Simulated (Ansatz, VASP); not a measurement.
**Mg2CdO3 in VASP and in Ansatz**

INCAR

```
SYSTEM = Mg2CdO3
PREC = Accurate ; ENCUT = 600
EDIFF = 1E-6 ; ISMEAR = 0
SIGMA = 0.1 ; LREAL = .FALSE.
LASPH = .TRUE. ; NELM = 80
ALGO = Normal ; ISIF = 3
LWAVE = .FALSE. ; LCHARG = .FALSE.
GGA = PE ; IBRION = 2
NSW = 80 ; EDIFFG = -0.025
```

Contents of KPOINTS:

```
regular mesh
0
G
  4 4 2
  0 0 0
```

Contents of POSCAR:

```
Mg2CdO3
1.0
    1.5924852776     -2.7150470343     -0.0223047731
   -4.7799861386     -2.7165079070      0.0038096481
    0.0326055400     -0.0454895743     -7.6593653172
Mg Cd O
4 2 6
Direct
   -0.0647242610      0.7340905453      0.1673061921
    0.5170567889      0.1507502387      0.1451552554
    0.4785642887      0.8410090168      0.8593376154
   -0.0052344266      0.3573914263      0.8369938157
   -0.0248094002     -0.0423655749      0.4851182733
    0.4587610382      0.4961777428      0.4944432244
    0.5780970929      0.8414039674      0.2925816754
    0.0011448390      0.3157899205      0.3109375573
   -0.0059256189      0.6531771732      0.7080280951
    0.5211853865      0.1645678660      0.7166918828
    0.0487319162     -0.0306435230     -0.0061635522
    0.4971523564      0.5186512008     -0.0104300347
```

Input for Ansatz:

```yaml
crystal:
  lattice:
    - [1.5924852776, -2.7150470343, -0.0223047731]
    - [-4.7799861386, -2.716507907, 0.0038096481]
    - [0.03260554, -0.0454895743, -7.6593653172]
  atoms:
    - { symbol: Mg, position: [-0.064724261, 0.7340905453, 0.1673061921] }
    - { symbol: Mg, position: [0.5170567889, 0.1507502387, 0.1451552554] }
    - { symbol: Mg, position: [0.4785642887, 0.8410090168, 0.8593376154] }
    - { symbol: Mg, position: [-0.0052344266, 0.3573914263, 0.8369938157] }
    - { symbol: Cd, position: [-0.0248094002, -0.0423655749, 0.4851182733] }
    - { symbol: Cd, position: [0.4587610382, 0.4961777428, 0.4944432244] }
    - { symbol: O, position: [0.5780970929, 0.8414039674, 0.2925816754] }
    - { symbol: O, position: [0.001144839, 0.3157899205, 0.3109375573] }
    - { symbol: O, position: [-0.0059256189, 0.6531771732, 0.7080280951] }
    - { symbol: O, position: [0.5211853865, 0.164567866, 0.7166918828] }
    - { symbol: O, position: [0.0487319162, -0.030643523, -0.0061635522] }
    - { symbol: O, position: [0.4971523564, 0.5186512008, -0.0104300347] }
basis:
  ecutwfc: 420
kpoints:
  mp_grid: { grid: [4, 4, 2] }
hamiltonian:
  xc: pbe
scf:
  occupations: { method: gaussian, width: 0.1 }
  lower_state_search: "off"
output:
  forces: true
  stress: true
  eigenvalues: true
relax:
  adjacent_minimum: "off"
  f_tol: 0.025
  max_steps: 60
  cell: { stress_tol: 0.25 }
```

Change from the starting cell: cell x2, atoms moved at random (sigma 0.15 Å) and cell strained at random (1.5 %), then relaxed without symmetry.

Alike in both runs: task relaxation of cell and atoms; functional PBE; k mesh 4 × 4 × 2; occupations gaussian, width 0.1 eV; no spin polarisation.

|  | VASP | Ansatz |
| --- | --- | --- |
| version | VASP 6.6.1 | Ansatz 0.2.0 |
| potentials or method | VASP PAW PBE potentials, release 64 (Mg, Cd, O), cutoff 600 eV | scalar-relativistic, plane waves, PAW |
| valence electrons in the cell | 68 | 116 |

|  | VASP | Ansatz | Ansatz less VASP |
| --- | --- | --- | --- |
| gap on the k mesh at the Fermi level, each at its own relaxed structure (eV) | 1.91 | 1.95 | +0.039 |
| relaxed volume (Å³/atom) | 10.91 | 10.93 | +0.022 |
| relaxed length of the cell vector where the two differ most in proportion (Å) | 5.392 | 5.402 | +0.0101 |

VASP's potentials hold 68 valence electrons a cell and Ansatz's 116, so a difference there can come from the potentials and not from the codes.

The k mesh is coarse, so the values compare programs but aren't converged.
